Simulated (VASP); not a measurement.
# Cd4Se3 (Pm-3m) in VASP: relaxation of cell and atoms with PBE

Aim: the relaxation of cell and atoms of Cd4Se3 with PBE.

Everything below comes from runs of VASP 6.6.1. Logs are shortened: lines on timing, memory, paths and dates and some standing lists are left out, and cuts for length are marked.

## (1) The cell of the first run

Symmetry: Pm-3m, No. 221, cubic system. Conventional cell: a = 5.687 Å, b = 5.687 Å, c = 5.687 Å, α = 90.00°, β = 90.00°, γ = 90.00°. Cd (site symmetry m-3m) has 6 Se at 2.84 Å within 3.7 Å. Within 3.7 Å of Cd (site symmetry 4/mmm) lie 4 Se at 2.84 Å. Within 3.7 Å of Se (site symmetry 4/mmm) lie 6 Cd at 2.84 Å.

The cell was built from a structure type or drawn by symmetry, and may not be a known phase.

## (2) Relaxation of cell and atoms, PBE

INCAR reads:

```
SYSTEM = Cd4Se3
  PREC = Accurate
  ENCUT = 600
  EDIFF = 1E-6
  ISMEAR = 0
  SIGMA = 0.1
  LREAL = .False.
  LASPH = .True.
  NELM = 60
  ALGO = Normal
  ISIF = 3
  LWAVE = .False.
  LCHARG = .False.
  GGA = PE
  IBRION = 2
  NSW = 100
  EDIFFG = -0.01
```

KPOINTS reads:

```
regular mesh
0
Gamma
  6 6 6
  0 0 0
```

POSCAR reads:

```
Cd4Se3
1.0
    5.6866517032      0.0000000000      0.0000000000
    0.0000000000      5.6866517032      0.0000000000
    0.0000000000      0.0000000000      5.6866517032
Cd Se
4 3
Direct
    0.5000000000      0.5000000000      0.5000000000
    0.5000000000      0.0000000000      0.0000000000
    0.0000000000      0.5000000000      0.0000000000
    0.0000000000      0.0000000000      0.5000000000
    0.5000000000      0.5000000000      0.0000000000
    0.0000000000      0.5000000000      0.5000000000
    0.5000000000      0.0000000000      0.5000000000
```

Potentials or basis: VASP PAW PBE potentials, release 64 (Cd, Se).

Launch:

```
> cat potpaw_PBE.64/Cd/POTCAR potpaw_PBE.64/Se/POTCAR > POTCAR
> mpirun -np 1 vasp_std > vasp.out
```

OUTCAR:

```text
SYSTEM = Cd4Se3
   PREC = Accurate
   ENCUT = 600
   EDIFF = 1E-6
   ISMEAR = 0
   LREAL = .False.
   LASPH = .True.
   NELM = 60
   ISIF = 3
   GGA = PE
   IBRION = 2
   NSW = 100
   EDIFFG = -0.01

 ion  position               nearest neighbor table
   1  0.500  0.500  0.500-   5 2.84   6 2.84   7 2.84   5 2.84   7 2.84   6 2.84
   2  0.500  0.000  0.000-   5 2.84   7 2.84   7 2.84   5 2.84
   3  0.000  0.500  0.000-   5 2.84   6 2.84   6 2.84   5 2.84
   4  0.000  0.000  0.500-   6 2.84   7 2.84   6 2.84   7 2.84
   5  0.500  0.500  0.000-   1 2.84   2 2.84   3 2.84   1 2.84   2 2.84   3 2.84
   6  0.000  0.500  0.500-   1 2.84   3 2.84   4 2.84   3 2.84   4 2.84   1 2.84
   7  0.500  0.000  0.500-   1 2.84   2 2.84   4 2.84   2 2.84   1 2.84   4 2.84

  LATTYP: Found a simple cubic cell.
 ALAT       =     5.6866517032

  Lattice vectors:

 A1 = (   5.6866517032,   0.0000000000,   0.0000000000)
 A2 = (   0.0000000000,   5.6866517032,   0.0000000000)
 A3 = (   0.0000000000,   0.0000000000,   5.6866517032)

Analysis of symmetry for initial positions (statically):
=====================================================================
 Subroutine PRICEL returns:
 Original cell was already a primitive cell.

 Routine SETGRP: Setting up the symmetry group for a
 simple cubic supercell.

 Subroutine GETGRP returns: Found 48 space group operations
 (whereof 48 operations were pure point group operations)
 out of a pool of 48 trial point group operations.

The static configuration has the point symmetry O_h .

Analysis of symmetry for dynamics (positions and initial velocities):
=====================================================================
 Subroutine PRICEL returns:
 Original cell was already a primitive cell.

 Routine SETGRP: Setting up the symmetry group for a
 simple cubic supercell.

 Subroutine GETGRP returns: Found 48 space group operations
 (whereof 48 operations were pure point group operations)
 out of a pool of 48 trial point group operations.

The dynamic configuration has the point symmetry O_h .

 Subroutine INISYM returns: Found 48 space group operations
 (whereof 48 operations are pure point group operations),
 and found     1 'primitive' translations

----------------------------------------------------------------------------------------

                                     Primitive cell

  volume of cell :     183.8950

  direct lattice vectors                    reciprocal lattice vectors
     5.686651703  0.000000000  0.000000000     0.175850404  0.000000000  0.000000000
     0.000000000  5.686651703  0.000000000     0.000000000  0.175850404  0.000000000
     0.000000000  0.000000000  5.686651703     0.000000000  0.000000000  0.175850404

  length of vectors
     5.686651703  5.686651703  5.686651703     0.175850404  0.175850404  0.175850404

  position of ions in fractional coordinates (direct lattice)
     0.500000000  0.500000000  0.500000000
     0.500000000  0.000000000  0.000000000
     0.000000000  0.500000000  0.000000000
     0.000000000  0.000000000  0.500000000
     0.500000000  0.500000000  0.000000000
     0.000000000  0.500000000  0.500000000
     0.500000000  0.000000000  0.500000000

  ion indices of the primitive-cell ions
   primitive index   ion index
                 1           1
                 2           2
                 3           3
                 4           4
                 5           5
                 6           6
                 7           7

----------------------------------------------------------------------------------------

 KPOINTS: regular mesh

Automatic generation of k-mesh.
 Grid dimensions read from file:
 generate k-points for:    6    6    6

 Generating k-lattice:

  Cartesian coordinates                     Fractional coordinates (reciprocal lattice)
     0.029308401  0.000000000  0.000000000     0.166666667  0.000000000  0.000000000
     0.000000000  0.029308401  0.000000000     0.000000000  0.166666667  0.000000000
     0.000000000  0.000000000  0.029308401     0.000000000  0.000000000  0.166666667

  Length of vectors
     0.029308401  0.029308401  0.029308401

  Shift w.r.t. Gamma in fractional coordinates (k-lattice)
     0.000000000  0.000000000  0.000000000

 Subroutine IBZKPT returns following result:
 ===========================================

 Found     20 irreducible k-points:

 Following reciprocal coordinates:
            Coordinates               Weight
  0.000000  0.000000  0.000000      1.000000
  0.166667  0.000000  0.000000      6.000000
  0.333333  0.000000  0.000000      6.000000
  0.500000  0.000000  0.000000      3.000000
  0.166667  0.166667  0.000000     12.000000
  0.333333  0.166667  0.000000     24.000000
[... 12 lines left out ...]
  0.500000  0.500000  0.333333      6.000000
  0.500000  0.500000  0.500000      1.000000
   k-points           NKPTS =     20   k-points in BZ     NKDIM =     20   number of bands    NBANDS=     39
   number of dos      NEDOS =    301   number of ions     NIONS =      7
   total plane-waves  NPLWV = 110592
   dimension x,y,z NGX =    48 NGY =   48 NGZ =   48
   dimension x,y,z NGXF=    96 NGYF=   96 NGZF=   96
   ions per type =               4   3
   NGX,Y,Z   is equivalent  to a cutoff of  14.03, 14.03, 14.03 a.u.
   NGXF,Y,Z  is equivalent  to a cutoff of  28.07, 28.07, 28.07 a.u.
 SYSTEM =  Cd4Se3
   PREC   = accura    normal or accurate (medium, high low for compatibility)
   ISTART =      0    job   : 0-new  1-cont  2-samecut
   ICHARG =      2    charge: 1-file 2-atom 10-const
   ISPIN  =      1    spin polarized calculation?
   LNONCOLLINEAR =      F non collinear calculations
   LSORBIT =      F    spin-orbit coupling
   LASPH  =      T    aspherical Exc in radial PAW
   ENCUT  =  600.0 eV  44.10 Ry    6.64 a.u.  11.36 11.36 11.36*2*pi/ulx,y,z
   NELM   =     60;   NELMIN=  2; NELMDL= -5     # of ELM steps
   EDIFF  = 0.1E-05   stopping-criterion for ELM
   LREAL  =      F    real-space projection
   EDIFFG = -.1E-01   stopping-criterion for IOM
   NSW    =    100    number of steps for IOM
   IBRION =      2    ionic relax: 0-MD 1-quasi-New 2-CG
   NFREE  =      1    steps in history (QN), initial steepest desc. (CG)
   ISIF   =      3    stress and relaxation
   ISYM   =      2    0-nonsym 1-usesym 2-fastsym
   POTIM  = 0.5000    time-step for ionic-motion
   TEBEG  =    0.0;   TEEND  =   0.0 temperature during run
   PSTRESS=    0.0 pullay stress
   NELECT =      66.0000    total number of electrons
   NUPDOWN=      -1.0000    fix difference up-down
   EMIN   =  10.00;   EMAX   =-10.00  energy-range for DOS
   EFERMI =   0.00;   METHOD = LEGACY
   ISMEAR =     0;   SIGMA  =   0.10  broadening in eV -4-tet -1-fermi 0-gaus
   EFERMI_NEDOS =   21; number of points for ismear=-14 and -15
   IALGO  =     38    algorithm
   IMIX   =      4    mixing-type and parameters
     AMIX     =   0.40;   BMIX     =  1.00
     AMIX_MAG =   1.60;   BMIX_MAG =  1.00
  volume/ion in A,a.u.               =      26.27       177.28
  Fermi-wavevector in a.u.,A,eV,Ry     =   1.163410  2.198526 18.415801  1.353523
  Thomas-Fermi vector in A             =   2.299960
   LORBIT       =      0    0 simple, 1 ext, 2 COOP (PROOUT), +10 PAW based schemes
   GGA     = PE    functional components
   LHFCALC =     F    Hartree Fock is set to
   AEXX    =    0.0000 exact exchange contribution
   IVDW    =     0    specifies the selected vdW correction
   LEPSILON=     F    determine dielectric tensor
   LRPA    =     F    only Hartree local field effects (RPA)
 conjugate gradient relaxation of ions
 non-spin polarized calculation
 Gauss-broadening in eV      SIGMA  =   0.10
  energy-cutoff  :      600.00
  volume of cell :      183.89
 maximum number of plane-waves:      6166
 NGX is ok and might be reduce to    48
   NGX = 23   NGY = 23   NGZ = 23

--------------------------------------- Ionic step        1  -------------------------------------------

 number of electron      66.0000013 magnetization

 Free energy of the ion-electron system (eV)
  ---------------------------------------------------
  ext. energy  EPLUGINS =         0.00000000
  ---------------------------------------------------
  free energy    TOTEN  =       -15.37731571 eV

  energy without entropy =      -15.36297912  energy(sigma->0) =      -15.37014742

------------------------ aborting loop because EDIFF is reached ----------------------------------------

  FORCE on cell =-STRESS in cart. coord.  units (eV):
  Direction    XX          YY          ZZ          XY          YZ          ZX
  --------------------------------------------------------------------------------------
  -------------------------------------------------------------------------------------
  Total        1.0089453      1.0089453      1.0089453      0.0000000     -0.0000000      0.0000000
  in kB        8.7903938      8.7903938      8.7903938      0.0000000     -0.0000000      0.0000000
  external PRESSURE =       8.7903938 kB  Pullay stress =       0.0000000 kB
[... 67 lines left out ...]
  energy  without entropy=      -15.3729667486  energy(sigma->0) =      -15.37993932

--------------------------------------- Ionic step        3  -------------------------------------------

 number of electron      65.9999997 magnetization

 Free energy of the ion-electron system (eV)
  ---------------------------------------------------
  ext. energy  EPLUGINS =         0.00000000
  ---------------------------------------------------
  free energy    TOTEN  =       -15.38696200 eV

  energy without entropy =      -15.37304319  energy(sigma->0) =      -15.38000260

 E-fermi :   2.5123     XC(G=0):  -9.4105

 val. band max:        2.5097313392   @ k =   0.1667   0.1667   0.1667
 cond. band min:       2.5738152050   @ k =   0.3333   0.3333   0.1667
 fundamental gap:      0.0640838658
 Fermi energy:         2.5122698188

 k-point     1 :       0.0000    0.0000    0.0000
  band No.  band energies     occupation
      1     -11.4043      2.00000
      2     -10.7955      2.00000
      3     -10.7955      2.00000
      4      -6.4322      2.00000
      5      -6.4322      2.00000
      6      -6.4322      2.00000
[... 863 lines left out ...]
  FREE ENERGIE OF THE ION-ELECTRON SYSTEM (eV)
  ---------------------------------------------------
  free  energy   TOTEN  =       -15.3869620015 eV

  energy  without entropy=      -15.3730431889  energy(sigma->0) =      -15.38000260

 reached required accuracy - stopping structural energy minimisation
```

It took 3.1 min on 1 thread of AMD EPYC 9R45 (Zen 5), shared host; peak memory 0.39 GiB.

What came out:

```
Free energy                           : -15.3870 eV
Relaxed volume                        : 26.78 Å³/atom
Relaxed cell                          : a = 5.723 Å, b = 5.723 Å, c = 5.723 Å, α = 90.00°, β = 90.00°, γ = 90.00°
Space group after relaxing (to 0.1 Å) : Pm-3m (No. 221)
Energy gained by relaxing             : 1.4 meV/atom
Ionic steps                           : 3
Pressure after relaxing               : 0.0 GPa
Band gap on the k mesh                : zero (bands 33 and 34 overlap by 1.85 eV)
```

The path:
```tsv
step	energy change (eV)	largest force (eV/Å)	pressure (GPa)	volume (Å³)
1	0.0000	0.0000	0.88	183.89
2	-0.0096	0.0000	-0.06	187.76
3	-0.0096	0.0000	0.01	187.49
```

Final structure:
```yaml
crystal:
  lattice:
    - [5.72345, 0.00000, 0.00000]
    - [0.00000, 5.72345, 0.00000]
    - [0.00000, 0.00000, 5.72345]
  atoms:
    - { symbol: Cd, position: [0.50000, 0.50000, 0.50000] }
    - { symbol: Cd, position: [0.50000, 0.00000, 0.00000] }
    - { symbol: Cd, position: [0.00000, 0.50000, 0.00000] }
    - { symbol: Cd, position: [0.00000, 0.00000, 0.50000] }
    - { symbol: Se, position: [0.50000, 0.50000, 0.00000] }
    - { symbol: Se, position: [0.00000, 0.50000, 0.50000] }
    - { symbol: Se, position: [0.50000, 0.00000, 0.50000] }
```

Levels at points of the mesh, in eV from the Fermi level:
| k point | band 29 | band 30 | band 31 | band 32 | band 33 | band 34 | band 35 | band 36 | band 37 | band 38 |
| --- | --- | --- | --- | --- | --- | --- | --- | --- | --- | --- |
| (0.00, 0.00, 0.00) | -3.19 | -2.86 | -2.31 | -2.31 | -2.31 | -1.23 | -1.10 | -1.10 | 3.71 | 3.71 |
| (0.50, 0.00, 0.00) | -3.58 | -3.58 | -2.44 | -2.44 | -1.72 | 0.65 | 1.59 | 2.15 | 2.80 | 2.80 |
| (0.50, 0.50, 0.00) | -3.40 | -3.38 | -1.29 | -1.27 | 0.62 | 1.47 | 1.47 | 1.94 | 2.99 | 3.07 |
| (0.50, 0.50, 0.50) | -1.18 | -1.18 | -1.15 | -1.13 | -1.13 | 2.25 | 2.25 | 2.25 | 3.19 | 3.19 |
